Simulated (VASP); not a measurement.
# F (P6_3/mmc) in VASP: electric field gradients with PBE

Aim: the electric field gradients of F with PBE.

All numbers are computed with VASP 6.6.1; they aren't measurements. Logs are shortened: lines on timing, memory, paths and dates and some standing lists are left out, and cuts for length are marked.

### 1 The cell of the first run

It takes space group P6_3/mmc (No. 194, hexagonal). Conventional cell: a = 2.942 Å, b = 2.942 Å, c = 2.959 Å, α = 90.00°, β = 90.00°, γ = 120.00°. Within 3.0 Å of F (site symmetry -6m2) lie 14 F at 2.25 to 2.96 Å.

### 2 Electric field gradients, PBE (11.09 Å³/atom)

File INCAR:

```
SYSTEM = F
PREC = Accurate
ENCUT = 520
EDIFF = 1E-8
ISMEAR = -1
SIGMA = 0.08
LREAL = .FALSE.
LASPH = .TRUE.
NELM = 60
ALGO = Normal
ISIF = 2
LWAVE = .FALSE.
LCHARG = .FALSE.
GGA = PE
LEFG = .TRUE.
NBANDS = 14
```

File KPOINTS:

```
regular mesh
0
G
  19 19 10
  0 0 0
```

File POSCAR:

```
F
1.0
    2.9417015807      0.0000000000      0.0000000000
   -1.4708507903      2.5475882992      0.0000000000
    0.0000000000      0.0000000000      2.9591011692
F
2
Direct
    0.3333333333      0.6666666667      0.2500000000
    0.6666666667      0.3333333333      0.7500000000
```

Potentials or basis: VASP PAW PBE potentials, release 64 (F).

Started as:

```bash
cat potpaw_PBE.64/F/POTCAR > POTCAR
mpirun -np 1 vasp_std > vasp.out
```

OUTCAR:

```text
SYSTEM = F
   PREC = Accurate
   ENCUT = 520
   EDIFF = 1E-8
   ISMEAR = -1
   LREAL = .FALSE.
   LASPH = .TRUE.
   NELM = 60
   ISIF = 2
   GGA = PE

 ion  position               nearest neighbor table
   1  0.333  0.667  0.250-
   2  0.667  0.333  0.750-

  LATTYP: Found a hexagonal cell.
 ALAT       =     2.9417015807
 C/A-ratio  =     1.0059148041

  Lattice vectors:

 A1 = (   2.9417015807,   0.0000000000,   0.0000000000)
 A2 = (  -1.4708507903,   2.5475882992,   0.0000000000)
 A3 = (   0.0000000000,   0.0000000000,   2.9591011692)

Analysis of symmetry for initial positions (statically):
=====================================================================
 Subroutine PRICEL returns:
 Original cell was already a primitive cell.

 Routine SETGRP: Setting up the symmetry group for a
 hexagonal supercell.

 Subroutine GETGRP returns: Found 24 space group operations
 (whereof 12 operations were pure point group operations)
 out of a pool of 24 trial point group operations.

The static configuration has the point symmetry D_3d.
 The point group associated with its full space group is D_6h.

Analysis of symmetry for dynamics (positions and initial velocities):
=====================================================================
 Subroutine PRICEL returns:
 Original cell was already a primitive cell.

 Routine SETGRP: Setting up the symmetry group for a
 hexagonal supercell.

 Subroutine GETGRP returns: Found 24 space group operations
 (whereof 12 operations were pure point group operations)
 out of a pool of 24 trial point group operations.

The dynamic configuration has the point symmetry D_3d.
 The point group associated with its full space group is D_6h.

 Subroutine INISYM returns: Found 24 space group operations
 (whereof 12 operations are pure point group operations),
 and found     1 'primitive' translations

----------------------------------------------------------------------------------------

                                     Primitive cell

  volume of cell :      22.1762

  direct lattice vectors                    reciprocal lattice vectors
     2.941701581  0.000000000  0.000000000     0.339939308  0.196264051  0.000000000
    -1.470850790  2.547588299  0.000000000     0.000000000  0.392528102  0.000000000
     0.000000000  0.000000000  2.959101169     0.000000000  0.000000000  0.337940457

[... 128 lines left out ...]

  energy without entropy =       -1.86567477  energy(sigma->0) =       -1.91228148

 E-fermi :  -3.8099     XC(G=0):  -9.6781

 val. band max:       -3.8164051189   @ k =   0.2105  -0.0000   0.4000
 cond. band min:      -3.8084565398   @ k =   0.1579   0.1579   0.1000
 fundamental gap:      0.0079485791
 Fermi energy:        -3.8099035041

 k-point     1 :       0.0000    0.0000    0.0000
  band No.  band energies     occupation
      1     -25.6898      2.00000
      2     -22.9766      2.00000
      3      -6.7537      2.00000
      4      -5.6201      2.00000
      5      -5.6201      2.00000
      6      -3.9857      1.80011
      7      -3.9857      1.80010
      8      -3.3962      0.01129
      9       8.4649      0.00000
     10      15.9026      0.00000
     11      22.2701      0.00000
     12      22.2701      0.00000
     13      24.2858      0.00000
     14      25.5876      0.00000
[... 377 lines left out ...]
      1     -24.8694      2.00000
      2     -23.5879      2.00000
      3      -6.7741      2.00000
      4      -6.0803      2.00000
      5      -5.8529      2.00000
      6      -4.7743      1.99999
      7      -4.2845      1.99471
      8      -3.6569      0.25742
      9      11.7323      0.00000
     10      16.1412      0.00000
     11      17.4327      0.00000
     12      22.5253      0.00000
     13      23.8800      0.00000
     14      26.0352      0.00000

 [... further k-points ...]
[... 5 lines left out ...]
  --------------------------------------------------------------------------------------
  -------------------------------------------------------------------------------------
  Total       -0.3206672     -0.3206672     -0.4415879     -0.0000000      0.0000000      0.0000000
  in kB      -23.1674117    -23.1674117    -31.9036274     -0.0000000      0.0000000      0.0000000
  external PRESSURE =     -26.0794836 kB  Pullay stress =       0.0000000 kB

 VOLUME and BASIS-vectors are now :
 -----------------------------------------------------------------------------
  energy-cutoff  :      520.00
  volume of cell :       22.18
      direct lattice vectors                 reciprocal lattice vectors
     2.941701581  0.000000000  0.000000000     0.339939308  0.196264051  0.000000000
    -1.470850790  2.547588299  0.000000000     0.000000000  0.392528102  0.000000000
     0.000000000  0.000000000  2.959101169     0.000000000  0.000000000  0.337940457

 POSITION                                       TOTAL-FORCE (eV/Angst)
 -----------------------------------------------------------------------------------
     -0.00000      1.69839      0.73978        -0.000000      0.000000      0.000000
      1.47085      0.84920      2.21933         0.000000     -0.000000      0.000000
 -----------------------------------------------------------------------------------
    total drift:                               -0.000000      0.000000     -0.000000

  FREE ENERGIE OF THE ION-ELECTRON SYSTEM (eV)
  ---------------------------------------------------
  free  energy   TOTEN  =        -1.9588881894 eV

  energy  without entropy=       -1.8656747653  energy(sigma->0) =       -1.91228148

 Electric field gradients (V/A^2)
---------------------------------------------------------------------
 ion       V_xx      V_yy      V_zz      V_xy      V_xz      V_yz
---------------------------------------------------------------------
   1     -44.743   -44.738    89.481     0.005     0.000    -0.000
   2     -44.743   -44.738    89.481     0.005    -0.000     0.000
---------------------------------------------------------------------

 Electric field gradients after diagonalization (V/A^2)
 (convention: |V_zz| > |V_xx| > |V_yy|)
----------------------------------------------------------------------
 ion       V_xx      V_yy      V_zz     asymmetry (V_yy - V_xx)/ V_zz
----------------------------------------------------------------------
   1     -44.746   -44.735    89.481       0.000
   2     -44.746   -44.735    89.481       0.000
----------------------------------------------------------------------

           NMR quadrupolar parameters

 Cq : quadrupolar parameter    Cq=e*Q*V_zz/h
 eta: asymmetry parameters     (V_yy - V_xx)/ V_zz
 Q  : nuclear electric quadrupole moment in mb (millibarn)
----------------------------------------------------------------------
 ion       Cq(MHz)       eta       Q (mb)
----------------------------------------------------------------------
   1       0.216       0.000       1.000
   2       0.216       0.000       1.000
----------------------------------------------------------------------
```

OSZICAR:

```text
N       E                     dE             d eps       ncg     rms          rms(c)
DAV:   1     0.594263067616E+02    0.59426E+02   -0.86339E+03  6976   0.975E+02
DAV:   2    -0.435071443418E+00   -0.59861E+02   -0.58098E+02  8588   0.224E+02
DAV:   3    -0.197349808584E+01   -0.15384E+01   -0.15277E+01  7608   0.320E+01
DAV:   4    -0.197865713686E+01   -0.51591E-02   -0.51590E-02  7860   0.209E+00
DAV:   5    -0.197867719193E+01   -0.20055E-04   -0.20055E-04  7704   0.114E-01    0.176E+00
DAV:   6    -0.195883190602E+01    0.19845E-01   -0.20412E-02  7116   0.799E-01    0.587E-01
DAV:   7    -0.195845492366E+01    0.37698E-03   -0.48892E-03  7410   0.421E-01    0.717E-02
DAV:   8    -0.195889933833E+01   -0.44441E-03   -0.18780E-04  6870   0.133E-01    0.145E-02
DAV:   9    -0.195888807586E+01    0.11262E-04   -0.39803E-06  7638   0.239E-02    0.446E-03
DAV:  10    -0.195888979458E+01   -0.17187E-05   -0.12550E-06  7026   0.123E-02    0.122E-03
DAV:  11    -0.195888860908E+01    0.11855E-05   -0.11176E-07  7524   0.300E-03    0.521E-04
DAV:  12    -0.195888820360E+01    0.40548E-06   -0.68145E-09  5160   0.938E-04    0.349E-05
DAV:  13    -0.195888818740E+01    0.16193E-07   -0.56592E-10  4236   0.280E-04    0.291E-05
DAV:  14    -0.195888818939E+01   -0.19872E-08   -0.20076E-11  3570   0.566E-05
   1 F= -.19588882E+01 E0= -.19122815E+01  d E =-.932134E-01
```

stdout:

```text
POSCAR found type information on POSCAR F
 POSCAR found :  1 types and       2 ions
 scaLAPACK will be used
 LDA part: xc-table for (Slater+PW92), standard interpolation
 POSCAR, INCAR and KPOINTS ok, starting setup
 FFT: planning ... GRIDC
 FFT: planning ... GRID_SOFT
 FFT: planning ... GRID
 WAVECAR not read
 entering main loop
ion   1

ion   2
```

Run time: 62 s. Hardware: 1 thread of Intel Xeon 8259CL, shared host; peak memory 0.17 GiB.

What came out:

| Item | Value |
| --- | --- |
| Free energy | -1.9589 eV |
| Pressure | -2.6 GPa |
| Band gap on the k mesh | zero (bands 7 and 8 overlap by 1.42 eV) |
| Largest electric field gradient by atom | F +89.5 V/Å² |

Stress tensor (GPa, compression positive):
```
-2.32  0.00  0.00
 0.00 -2.32  0.00
 0.00  0.00 -3.19
```

Levels at points of the mesh, in eV from the Fermi level:
```csv
k point,band 5,band 6,band 7,band 8,band 9,band 10
"(0.00, 0.00, 0.00)",-1.81,-0.18,-0.18,0.41,12.27,19.71
"(0.00, 0.00, 0.50)",-0.95,-0.95,-0.95,-0.95,16.49,16.49
```

Electric field gradients, principal values (V/Å²):
```
atom    least   middle  greatest (by size)
 1 F  -44.735  -44.746              89.481
 2 F  -44.735  -44.746              89.481
```

Caveat: without QUAD_EFG the Cq values of the log hold for a quadrupole moment of 1 mb, not for the nuclei.
